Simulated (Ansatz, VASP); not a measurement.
## LaB6 in VASP and in Ansatz

```
CELL_PARAMETERS angstrom
4.11631 0.00000 0.00000
0.00000 4.11631 0.00000
0.00000 0.00000 4.11631
ATOMIC_POSITIONS crystal
La 0.00000 0.00000 0.00000
B 0.19930 0.50000 0.50000
B 0.80070 0.50000 0.50000
B 0.50000 0.50000 0.19930
B 0.50000 0.50000 0.80070
B 0.50000 0.19930 0.50000
B 0.50000 0.80070 0.50000
```

Alike in both runs: functional BLYP; dispersion D3(BJ); k mesh 6 × 6 × 6; occupations gaussian, width 0.05 eV; no spin polarisation.

Ansatz relaxed the structure, and its values are those at the end. VASP's run is a single point on that final structure, the one shown.

|  | VASP | Ansatz |
| --- | --- | --- |
| version | VASP 6.6.1 | Ansatz 0.2.0 |
| potentials or method | VASP PAW PBE potentials, release 64 (La, B), cutoff 520 eV | scalar-relativistic, plane waves, PAW |
| valence electrons in the cell | 29 | 29 |

VASP gave:

```
gap on the k mesh at the Fermi level (eV) : none
pressure (GPa)                            : -0.1
rms of the force components (eV/Å)        : 0.002
```

Task: What did Ansatz give for the same quantities?

Result: gap on the k mesh at the Fermi level (eV): none; pressure (GPa): 0.0; rms of the force components (eV/Å): 0.004.

VASP's potentials were made for PBE, not for BLYP. A gap of «none» marks a metal or a gap that the smearing closes. Ansatz's warnings: stress scf threshold loose.

Neither program's run includes spin-orbit coupling.
